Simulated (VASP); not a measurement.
Write the native input for VASP 6.6.1 that does the following.

- Task: single point
- Functional: PBEsol
- Potentials or basis: VASP PAW PBE potentials, release 64 (Na_pv, Pb_d, F)
- Cutoff: 520 eV
- k mesh: 4 × 4 × 2
- Occupations: fermi-dirac, width 0.05 eV
- Spin: no spin polarisation
- Dipole correction: no
- Further INCAR settings: LREAL = Auto; ALGO = Normal; EDIFF = 1e-07; NBANDS = 100

The structure of NaPbF3 lies in POSCAR:

```
NaPbF3
1.0
    4.1306251092      4.1292294614     -0.0008571195
   -4.9767168335      4.9787295752      0.9044273874
   -0.9037429916      0.9056933205      8.5930198176
Na Pb F
4 4 12
Direct
    0.0102088863     -0.1424598407     -0.0673563921
   -0.0087420011     -0.1424304873      0.4327621531
    0.4912578899      0.6454767151      0.0644183250
    0.5102097828      0.6455070409      0.5645551217
    0.4907048681      0.0406738649      0.2014330343
    0.5108541129      0.0407398100      0.7013967320
   -0.0092900838      0.4623663990      0.2957561373
    0.0108604011      0.4623150898      0.7957945720
    0.6534805878     -0.0465055798     -0.0415089160
    0.1858245629      0.7733730269      0.1812709291
    0.3136941305      0.3652226542      0.1840079177
    0.3479889254     -0.0464715362      0.4584965756
    0.3157503491      0.7296808818      0.8158068556
    0.1877098167      0.1377921137      0.8130006068
   -0.1520076150      0.5495286554      0.0386907396
    0.8136939264      0.1378313243      0.3131662717
    0.6858266018      0.7296668150      0.3159248217
    0.1534847818      0.5495419474      0.5387015452
    0.6877097948      0.3652474565      0.6842079933
    0.8157484694      0.7733725920      0.6813766398
```

These files were run (other wordings do the same):

INCAR

```
PREC = Accurate
ENCUT = 520
EDIFF = 1E-7
ISMEAR = -1
SIGMA = 0.05
LREAL = Auto
LASPH = True
NELM = 60
ALGO = Normal
ISIF = 2
LWAVE = False
LCHARG = True
GGA = PS
LELF = True
LVHAR = True
NBANDS = 100
```

KPOINTS

```
Automatic mesh
0
Gamma
  4 4 2
```

Potentials or basis: VASP PAW PBE potentials, release 64 (Na_pv, Pb_d, F).

Run with:

```console
$ cat potpaw_PBE.64/Na_pv/POTCAR potpaw_PBE.64/Pb_d/POTCAR potpaw_PBE.64/F/POTCAR > POTCAR
$ mpirun -np 1 vasp_std > vasp.out
```

Results of the run:

| Property | Result |
| --- | --- |
| Pressure | -0.1 GPa |
| Largest force | 0.043 eV/Å |
| Band gap on the k mesh | 3.79 eV (least direct gap 4.28 eV) |

Caveat: the PAW data sets were made with another functional, which shifts forces and pressure a little; spin-orbit coupling is left out, which moves the levels of the heavy elements.

Run time: 12 min on 1 thread of Intel(R) Xeon(R) 6975P-C (Granite Rapids) (shared host), peak memory 0.69 GiB.
